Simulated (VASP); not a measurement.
Set up this calculation in VASP 6.6.1, as the native input.

```yaml
Task: electric field gradients
Functional: PBE
Potentials_or_basis: VASP PAW PBE potentials, release 64 (C_h, O_h)
Cutoff: 910 eV
k_mesh: 4 × 4 × 4
Occupations: gaussian, width 0.01 eV
Spin: no spin polarisation
Dipole_correction: no
Further_INCAR_settings: LREAL = Auto; ALGO = Normal; EDIFF = 1e-08; NBANDS = 82
```

The structure of CO2 lies in POSCAR:

```
CO2
1.0
    0.0000000000      6.1110000000      4.2850000000
    4.3441000000      0.0000000000      4.2850000000
    4.3441000000      6.1110000000      0.0000000000
C O
8 16
Direct
    0.3069914276      0.9430085724      0.0569914276
    0.8069914276      0.4430085724      0.5569914276
    0.1930085724      0.5569914276      0.9430085724
    0.6930085724      0.0569914276      0.4430085724
    0.6930085724      0.0569914276      0.9430085724
    0.1930085724      0.5569914276      0.4430085724
    0.3069914276      0.9430085724      0.5569914276
    0.8069914276      0.4430085724      0.0569914276
    0.2608240223      0.1237324313      0.1082876497
    0.7608240223      0.6237324313      0.6082876497
    0.3737324313      0.5108240223      0.7571558967
    0.8737324313      0.0108240223      0.2571558967
    0.0071558967      0.6082876497      0.1237324313
    0.5071558967      0.1082876497      0.6237324313
    0.8582876497      0.2571558967      0.5108240223
    0.3582876497      0.7571558967      0.0108240223
    0.2391759777      0.3762675687      0.3917123503
    0.7391759777      0.8762675687      0.8917123503
    0.1262675687      0.9891759777      0.7428441033
    0.6262675687      0.4891759777      0.2428441033
    0.4928441033      0.8917123503      0.3762675687
    0.9928441033      0.3917123503      0.8762675687
    0.6417123503      0.2428441033      0.9891759777
    0.1417123503      0.7428441033      0.4891759777
```

One way to write it, as run:

INCAR

```
PREC = Accurate ; ENCUT = 910
EDIFF = 1E-8 ; ISMEAR = 0
SIGMA = 0.01 ; LREAL = Auto
LASPH = T ; NELM = 120
ALGO = Normal ; ISIF = 2
LWAVE = F ; LCHARG = F
GGA = PE ; LEFG = T
NBANDS = 82 ; GGA_COMPAT = F
```

KPOINTS

```
regular mesh
0
Gamma
  4 4 4
```

Potentials or basis: VASP PAW PBE potentials, release 64 (C_h, O_h).

Launch:

```console
$ cat potpaw_PBE.64/C_h/POTCAR potpaw_PBE.64/O_h/POTCAR > POTCAR
$ mpirun -np 1 vasp_std > vasp.out
```

It gave:

* Pressure: 19.7 GPa
* Largest force: 0.041 eV/Å
* Band gap on the k mesh: 7.00 eV
* Largest electric field gradient by atom: C -51.9; O +66.7 V/Å²

Caveat: the stress differs along the axes, from 15 to 26 GPa; this functional lacks dispersion, which holds the molecules together, so the pressure and a relaxed volume are unreliable; without QUAD_EFG the Cq values of the log hold for a quadrupole moment of 1 mb, not for the nuclei.

Wall time 19 min on 1 thread of Intel(R) Xeon(R) Platinum 8488C (Sapphire Rapids) (shared host), peak memory 0.99 GiB.
